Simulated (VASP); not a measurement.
Input of a VASP 6.6.1 run:

INCAR

```
SYSTEM = SnTe
ALGO = Normal ; EDIFF = 1E-8
ENCUT = 520 ; GGA = PE
ISIF = 2 ; ISMEAR = -1
LASPH = .TRUE. ; LCHARG = .FALSE.
LEFG = .TRUE. ; LREAL = .FALSE.
LWAVE = .FALSE. ; NBANDS = 17
NELM = 100 ; PREC = Accurate
SIGMA = 0.05
```

KPOINTS

```
k-points
0
G
  9 9 9
  0 0 0
```

File POSCAR:

```
SnTe
1.0
    0.0000000000      3.5825333663      3.5825333663
    3.5825333663      0.0000000000      3.5825333663
    3.5825333663      3.5825333663      0.0000000000
Sn Te
1 1
Direct
    0.0000000000      0.0000000000      0.0000000000
    0.2500000000      0.2500000000      0.2500000000
```

Potentials or basis: VASP PAW PBE potentials, release 64 (Sn_d, Te).

Command:

```bash
$ cat potpaw_PBE.64/Sn_d/POTCAR potpaw_PBE.64/Te/POTCAR > POTCAR
$ mpirun -np 1 vasp_std > vasp.out
```

Q: Predict the pressure.

A: 0.5 GPa.

Q: Estimate the band gap on the k mesh.

A: 0.15 eV, indirect (least direct gap 0.79 eV).

Caveat: without QUAD_EFG the Cq values of the log hold for a quadrupole moment of 1 mb, not for the nuclei; spin-orbit coupling is left out, which moves the levels of the heavy elements. A k mesh can miss the band edges.
